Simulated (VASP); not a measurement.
## Cd2S: relaxation of cell and atoms with PBE

The system is Cd2S.

```xyz
6
Lattice="5.8991 0.0000 0.0000 0.0000 5.8991 0.0000 0.0000 0.0000 5.8991" Properties=species:S:1:pos:R:3 pbc="T T T"
Cd    1.4748    1.4748    1.4748
Cd    1.4748    4.4243    4.4243
Cd    4.4243    4.4243    1.4748
Cd    4.4243    1.4748    4.4243
S     0.0000    0.0000    0.0000
S     2.9496    2.9496    2.9496
```

The cell was generated, and may not be a known phase.

```json
{
 "Program": "VASP 6.6.1",
 "Task": "relaxation of cell and atoms",
 "Functional": "PBE",
 "Potentials or basis": "VASP PAW PBE potentials, release 64 (Cd, S)",
 "Cutoff": "600 eV",
 "k mesh": "6 × 6 × 6",
 "Occupations": "gaussian, width 0.1 eV",
 "Spin": "no spin polarisation",
 "Dipole correction": "no",
 "Further INCAR settings": "ALGO = Normal; EDIFF = 1e-06; IBRION = 2; EDIFFG = -0.01; NSW = 100; ISIF = 3"
}
```

| Property | Result |
| --- | --- |
| Relaxed volume | 35.06 Å³/atom |
| Relaxed cell | a = 5.947 Å, b = 5.947 Å, c = 5.947 Å, α = 90.00°, β = 90.00°, γ = 90.00° |
| Space group after relaxing (to 0.1 Å) | Pn-3m (No. 224) |
| Energy gained by relaxing | 1.2 meV/atom |
| Ionic steps | 3 |
| Pressure after relaxing | 0.0 GPa |
| Band gap on the k mesh | zero (bands 30 and 31 overlap by 0.93 eV) |

The path:
| step | energy change (eV) | largest force (eV/Å) | pressure (GPa) | volume (Å³) |
| --- | --- | --- | --- | --- |
| 1 | 0.0000 | 0.0000 | 0.47 | 205.29 |
| 2 | -0.0061 | 0.0000 | 0.19 | 208.27 |
| 3 | -0.0073 | 0.0000 | 0.00 | 210.34 |

Final structure:
```
Cd S
1.0
     5.94717    0.00000    0.00000
     0.00000    5.94717    0.00000
     0.00000    0.00000    5.94717
Cd S
4 2
Direct
  0.25000 0.25000 0.25000
  0.25000 0.75000 0.75000
  0.75000 0.75000 0.25000
  0.75000 0.25000 0.75000
  0.00000 0.00000 0.00000
  0.50000 0.50000 0.50000
```

Levels at points of the mesh, in eV from the Fermi level:
```tsv
k point	band 26	band 27	band 28	band 29	band 30	band 31	band 32	band 33	band 34	band 35
(0.00, 0.00, 0.00)	-4.21	-4.21	-4.21	-3.26	-0.46	-0.46	1.37	1.37	1.37	3.31
(0.50, 0.00, 0.00)	-4.63	-4.13	-4.13	-0.87	-0.87	0.74	0.74	0.75	0.75	2.44
(0.50, 0.50, 0.00)	-4.41	-4.04	-4.04	-1.32	-1.32	0.43	0.43	1.27	1.27	3.12
(0.50, 0.50, 0.50)	-4.60	-4.60	-4.60	-0.12	0.47	0.47	0.47	0.54	0.54	0.54
```

It took 9.1 min on 1 thread of Intel Xeon 8259CL, on a shared host, peak memory 0.42 GiB.
